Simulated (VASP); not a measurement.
SiC (Moissanite):

```
CELL_PARAMETERS angstrom
3.01321 0.00000 0.00000
-1.50660 2.60951 0.00000
0.00000 0.00000 4.94495
ATOMIC_POSITIONS crystal
Si 0.66667 0.33333 0.50000
Si 0.33333 0.66667 0.00000
C 0.66667 0.33333 0.88500
C 0.33333 0.66667 0.38500
```

Base run:

- Program: VASP 6.6.1
- Functional: BLYP
- Potentials or basis: VASP PAW PBE potentials, release 64 (Si, C)
- Cutoff: 520 eV
- k mesh: 10 × 10 × 5
- Occupations: fermi-dirac, width 0.05 eV
- Spin: no spin polarisation

Its results: band gap on the k mesh 2.74 eV, indirect (least direct gap 4.48 eV); pressure 24.9 GPa; largest force 0.863 eV/Å.

Question: The run is repeated on the same cell with these changes: dispersion from none to D3(BJ). What comes out?

Answer: Band gap on the k mesh 2.74 eV, indirect (least direct gap 4.48 eV); pressure 13.6 GPa; largest force 0.864 eV/Å.

Dispersion adds attraction, which lowers the pressure at fixed volume and, as a term added to the energy, leaves the levels alone.

Caveats: the PAW data sets were made with another functional, which shifts forces and pressure a little.

A k mesh can miss the band edges.
